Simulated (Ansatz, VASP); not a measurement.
Ta2N in VASP and in Ansatz

The input INCAR:

```
SYSTEM = Ta2N
ALGO = Normal
EDIFF = 1E-6
ENCUT = 520
GGA = PS
ISIF = 2
ISMEAR = 0
LASPH = .TRUE.
LCHARG = .FALSE.
LREAL = .FALSE.
LWAVE = .FALSE.
NBANDS = 50
NELM = 80
PREC = Accurate
SIGMA = 0.1
```

The input KPOINTS:

```
k-points
0
G
  3 3 2
  0 0 0
```

POSCAR

```
Ta2N
1.0
    5.2965720514      0.0000000000      0.0000000000
   -2.6482860257      4.5869659495      0.0000000000
    0.0000000000      0.0000000000      4.9391825701
Ta N
6 3
Direct
    0.6663616700      0.6663616700      0.7536182600
    0.0000000000      0.3336383300      0.7536182600
    0.3336383300      0.0000000000      0.7536182600
    0.3336383300      0.3336383300      0.2463817400
    0.0000000000      0.6663616700      0.2463817400
    0.6663616700      0.0000000000      0.2463817400
    0.6666666667      0.3333333333      0.5000000000
    0.3333333333      0.6666666667      0.5000000000
    0.0000000000      0.0000000000      0.0000000000
```

Input for Ansatz:

```yaml
crystal:
  lattice:
    - [5.2965720514, 0.0, 0.0]
    - [-2.6482860257, 4.5869659495, 0.0]
    - [0.0, 0.0, 4.9391825701]
  atoms:
    - { symbol: Ta, position: [0.66636167, 0.66636167, 0.75361826] }
    - { symbol: Ta, position: [0.0, 0.33363833, 0.75361826] }
    - { symbol: Ta, position: [0.33363833, 0.0, 0.75361826] }
    - { symbol: Ta, position: [0.33363833, 0.33363833, 0.24638174] }
    - { symbol: Ta, position: [0.0, 0.66636167, 0.24638174] }
    - { symbol: Ta, position: [0.66636167, 0.0, 0.24638174] }
    - { symbol: "N", position: [0.6666666667, 0.3333333333, 0.5] }
    - { symbol: "N", position: [0.3333333333, 0.6666666667, 0.5] }
    - { symbol: "N", position: [0.0, 0.0, 0.0] }
basis:
  ecutwfc: 420
kpoints:
  mp_grid: { grid: [3, 3, 2] }
hamiltonian:
  xc: pbesol
scf:
  occupations: { method: gaussian, width: 0.1 }
output:
  forces: true
  stress: true
  eigenvalues: true
```

Alike in both runs: task single point; functional PBEsol; k mesh 3 × 3 × 2; occupations gaussian, width 0.1 eV; no spin polarisation.

|  | VASP | Ansatz |
| --- | --- | --- |
| version | VASP 6.6.1 | Ansatz 0.2.0 |
| potentials or method | VASP PAW PBE potentials, release 64 (Ta_pv, N), cutoff 520 eV | scalar-relativistic, plane waves, PAW |
| valence electrons in the cell | 81 | 93 |

Ansatz gave:

```
gap on the k mesh at the Fermi level (eV)                     : none
pressure (GPa)                                                : -5.0
traceless stress, the component that is largest in VASP (GPa) : -1.94
rms of the force components (eV/Å)                            : 0.111
```

**Question.** Which values does VASP return?

**Answer.** gap on the k mesh at the Fermi level (eV): none; pressure (GPa): -4.5; traceless stress, the component that is largest in VASP (GPa): -1.96; rms of the force components (eV/Å): 0.108.

VASP's potentials were made for PBE, not for PBEsol. Atom by atom the forces differ by 0.008 eV/Å (rms over components). A gap of «none» marks a metal or a gap that the smearing closes. The functional is the same, so the differences come from potentials, cutoffs and numerics. VASP's potentials hold 81 valence electrons a cell and Ansatz's 93, so a difference there can come from the potentials and not from the codes.

The k mesh is coarse, so the values compare programs but aren't converged. Neither program's run includes spin-orbit coupling.
